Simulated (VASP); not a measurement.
Wanted: the native input for a VASP 6.6.1 run.

| Quantity | Value |
| --- | --- |
| Task | electric field gradients |
| Functional | PBE |
| Potentials or basis | VASP PAW PBE potentials, release 64 (Si) |
| Cutoff | 520 eV |
| k mesh | 11 × 11 × 11 |
| Occupations | fermi-dirac, width 0.08 eV |
| Spin | no spin polarisation |
| Dipole correction | no |
| Further INCAR settings | ALGO = Normal; EDIFF = 1e-08; NBANDS = 11 |

The structure of Si lies in POSCAR:

```
Si
1.0
    0.0000000000      2.6880391347      2.6880391347
    2.6880391347      0.0000000000      2.6880391347
    2.6880391347      2.6880391347      0.0000000000
Si
2
Direct
    0.5000000000      0.5000000000      0.5000000000
    0.7500000000      0.7500000000      0.7500000000
```

This cell differs from its parent crystal: volume scaled by 0.97.

One way to write it, as run:

INCAR

```
ALGO     = Normal         # electronic algorithm
EDIFF    = 1E-8           # SCF threshold, eV
ENCUT    = 520            # plane-wave cutoff, eV
GGA      = PE             # functional
ISIF     = 2              # what is computed and relaxed
ISMEAR   = -1             # smearing method
LASPH    = True           # aspherical terms in the spheres
LCHARG   = False          # write CHGCAR
LEFG     = True         
LREAL    = False          # projectors in reciprocal space
LWAVE    = False          # write WAVECAR
NBANDS   = 11             # bands
NELM     = 60             # most SCF steps
PREC     = Accurate       # precision mode
SIGMA    = 0.08           # smearing width, eV
```

KPOINTS

```
k-points
0
Gamma
  11 11 11
```

Potentials or basis: VASP PAW PBE potentials, release 64 (Si).

Command:

```bash
$ cat potpaw_PBE.64/Si/POTCAR > POTCAR
$ mpirun -np 1 vasp_std > vasp.out
```

It gave:

| Quantity | Value |
| --- | --- |
| Pressure | 5.1 GPa |
| Band gap on the k mesh | 0.54 eV, indirect (least direct gap 2.58 eV) |

Caveat: without QUAD_EFG the Cq values of the log hold for a quadrupole moment of 1 mb, not for the nuclei.

It took 21 s on 1 thread of Intel(R) Xeon(R) 6975P-C (Granite Rapids), with other jobs on the host, peak memory 0.15 GiB.
